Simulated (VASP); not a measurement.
A run of VASP 6.6.1:

File INCAR:

```
PREC = Accurate
ENCUT = 520
EDIFF = 1E-6
ISMEAR = -1
SIGMA = 0.1
LREAL = F
LASPH = T
NELM = 100
ALGO = Normal
ISIF = 2
LWAVE = F
LCHARG = F
GGA = PS
NBANDS = 9
```

The input KPOINTS:

```
Automatic mesh
0
Gamma
  11 11 11
```

POSCAR

```
Se
1.0
    1.9250000000      1.1113992700      0.8816666700
   -1.9250000000      1.1113992700      0.8816666700
    0.0000000000     -2.2227985400      0.8816666700
Se
1
Direct
    0.0000000000      0.0000000000      0.0000000000
```

Potentials or basis: VASP PAW PBE potentials, release 64 (Se).

Command:

```console
$ cat potpaw_PBE.64/Se/POTCAR > POTCAR
$ mpirun -np 1 vasp_std > vasp.out
```

Hardware: 1 thread of Intel Xeon 8259CL, with other jobs on the host.

Question: Estimate the wall time of this run.

Answer: Run time: 14 s on 1 thread of Intel Xeon 8259CL, with other jobs on the host, peak memory 0.13 GiB. Counts: scf iterations 10, k points 146.
